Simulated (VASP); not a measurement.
Here is a VASP 6.6.1 calculation.

INCAR

```
SYSTEM = TiAl3
  ALGO = Normal
  EDIFF = 1E-7
  ENCUT = 520
  GGA = PS
  ISIF = 2
  ISMEAR = -1
  IVDW = 12
  LASPH = .TRUE.
  LCHARG = .FALSE.
  LREAL = .FALSE.
  LWAVE = .FALSE.
  NBANDS = 18
  NELM = 80
  PREC = Accurate
  SIGMA = 0.05
```

File KPOINTS:

```
k-points
0
G
  10 10 10
  0 0 0
```

Contents of POSCAR:

```
TiAl3
1.0
   -1.9111067713      1.9111067713      4.2806687947
    1.9111067713     -1.9111067713      4.2806687947
    1.9111067713      1.9111067713     -4.2806687947
Ti Al
1 3
Direct
    0.0000000000      0.0000000000      0.0000000000
    0.2500000000      0.7500000000      0.5000000000
    0.7500000000      0.2500000000      0.5000000000
    0.5000000000      0.5000000000      0.0000000000
```

Potentials or basis: VASP PAW PBE potentials, release 64 (Ti_sv, Al).

Command:

```console
$ cat potpaw_PBE.64/Ti_sv/POTCAR potpaw_PBE.64/Al/POTCAR > POTCAR
$ mpirun -np 1 vasp_std > vasp.out
```

(1) Predict the band gap on the k mesh.

(2) Estimate the pressure.

(3) Predict the dispersion energy per atom.

Results:

(1) zero (an odd number of electrons rules out a gap without spin polarisation).

(2) -4.6 GPa.

(3) -0.407 eV.

Caveat: three body term missing; the cell stands under tension; the PAW data sets were made with another functional, which shifts forces and pressure a little.
